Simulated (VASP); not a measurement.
Here is a VASP 6.6.1 calculation.

POSCAR

```
Fe
1.0
    0.0000000000      1.8747290589      1.8972881738
    1.4467276334      0.0000000000      1.8972881738
    1.4467276334      1.8747290589      0.0000000000
Fe
1
Direct
    0.0000000000      0.0000000000      0.0000000000
```

File INCAR.step1:

```
SYSTEM = Fe
  PREC = Accurate
  ENCUT = 520
  ISMEAR = -1
  SIGMA = 0.1
  LREAL = .False.
  LASPH = .True.
  NELM = 150
  ISPIN = 2
  MAGMOM = 3
  LMAXMIX = 4
  NBANDS = 14
  GGA = PE
  ALGO = Normal
  EDIFF = 1E-4
  LWAVE = .True.
  LCHARG = .False.
```

INCAR.step2

```
SYSTEM = Fe
  PREC = Accurate
  ENCUT = 520
  EDIFF = 1E-7
  ISMEAR = -1
  SIGMA = 0.1
  LREAL = .False.
  LASPH = .True.
  NELM = 150
  ALGO = Normal
  ISIF = 2
  LWAVE = .False.
  LCHARG = .False.
  ISPIN = 2
  MAGMOM = 3
  LORBIT = 11
  LMAXMIX = 4
  METAGGA = R2SCAN
  LMIXTAU = .True.
  NBANDS = 14
  ISTART = 1
```

Contents of KPOINTS:

```
regular mesh
0
Gamma
  14 14 14
  0 0 0
```

Potentials or basis: VASP PAW PBE potentials, release 64 (Fe).

The run is started by

```bash
$ cat potpaw_PBE.64/Fe/POTCAR > POTCAR
$ cp INCAR.step1 INCAR
$ mpirun -np 1 vasp_std > vasp.out
$ cp INCAR.step2 INCAR
$ mpirun -np 1 vasp_std > vasp.out
```

Q: What does it give for the site moments?

A: Fe +2.43 μB.

Q: Estimate the pressure.

A: 29.6 GPa.

Q: Estimate the net moment.

A: 2.41 μB per cell.

Stress tensor (GPa, compression positive):
```
23.38  0.00  0.00
 0.00 33.61  0.00
 0.00  0.00 31.94
```

Caveat: the PAW data sets were made with another functional, which shifts forces and pressure a little.
